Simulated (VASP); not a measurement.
Write the native input for VASP 6.6.1 that does the following.

```
Task                   : single point
Functional             : r2SCAN
Potentials or basis    : VASP PAW PBE potentials, release 64 (Hf_pv, C)
Cutoff                 : 520 eV
k mesh                 : 16 × 16 × 16
Occupations            : gaussian, width 0.1 eV
Spin                   : no spin polarisation
Dipole correction      : no
Further INCAR settings : ALGO = Normal; EDIFF = 1e-06; NBANDS = 14
```

Crystal: HfC.

```
Hf C
1.0
     0.00000    2.34337    2.34337
     2.34337    0.00000    2.34337
     2.34337    2.34337    0.00000
Hf C
1 1
Cartesian
  2.3434 2.3434 2.3434
  0.0000 0.0000 0.0000
```

The input as run:

POSCAR

```
HfC
1.0
    0.0000000000      2.3433725330      2.3433725330
    2.3433725330      0.0000000000      2.3433725330
    2.3433725330      2.3433725330      0.0000000000
Hf C
1 1
Direct
    0.5000000000      0.5000000000      0.5000000000
    0.0000000000      0.0000000000      0.0000000000
```

INCAR.step1

```
SYSTEM = HfC
PREC     = Accurate       ! precision mode
ENCUT    = 520            ! plane-wave cutoff, eV
ISMEAR   = 0              ! smearing method
SIGMA    = 0.1            ! smearing width, eV
LREAL    = .FALSE.        ! projectors in reciprocal space
LASPH    = .TRUE.         ! aspherical terms in the spheres
NELM     = 100            ! most SCF steps
NBANDS   = 14             ! bands
GGA      = PE             ! functional
ALGO     = Normal         ! electronic algorithm
EDIFF    = 1E-4           ! SCF threshold, eV
LWAVE    = .TRUE.         ! write WAVECAR
LCHARG   = .FALSE.        ! write CHGCAR
```

INCAR.step2

```
SYSTEM = HfC
PREC     = Accurate       ! precision mode
ENCUT    = 520            ! plane-wave cutoff, eV
EDIFF    = 1E-6           ! SCF threshold, eV
ISMEAR   = 0              ! smearing method
SIGMA    = 0.1            ! smearing width, eV
LREAL    = .FALSE.        ! projectors in reciprocal space
LASPH    = .TRUE.         ! aspherical terms in the spheres
NELM     = 100            ! most SCF steps
ALGO     = Normal         ! electronic algorithm
ISIF     = 2              ! what is computed and relaxed
LWAVE    = .FALSE.        ! write WAVECAR
LCHARG   = .FALSE.        ! write CHGCAR
METAGGA  = R2SCAN         ! meta-GGA
LMIXTAU  = .TRUE.       
NBANDS   = 14             ! bands
ISTART   = 1
```

KPOINTS

```
Automatic mesh
0
G
  16 16 16
  0 0 0
```

Potentials or basis: VASP PAW PBE potentials, release 64 (Hf_pv, C).

Run with:

```sh
$ cat potpaw_PBE.64/Hf_pv/POTCAR potpaw_PBE.64/C/POTCAR > POTCAR
$ cp INCAR.step1 INCAR
$ mpirun -np 1 vasp_std > vasp.out
$ cp INCAR.step2 INCAR
$ mpirun -np 1 vasp_std > vasp.out
```

It gave:

```yaml
Pressure: -8.0 GPa
Band_gap_on_the_k_mesh: zero (bands 7 and 8 overlap by 1.45 eV)
```

Caveat: the cell stands under tension; the PAW data sets were made with another functional, which shifts forces and pressure a little; spin-orbit coupling is left out, which moves the levels of the heavy elements.

It took 2 min on 1 thread of Intel(R) Xeon(R) 6975P-C (Granite Rapids), on a shared host, peak memory 0.2 GiB.
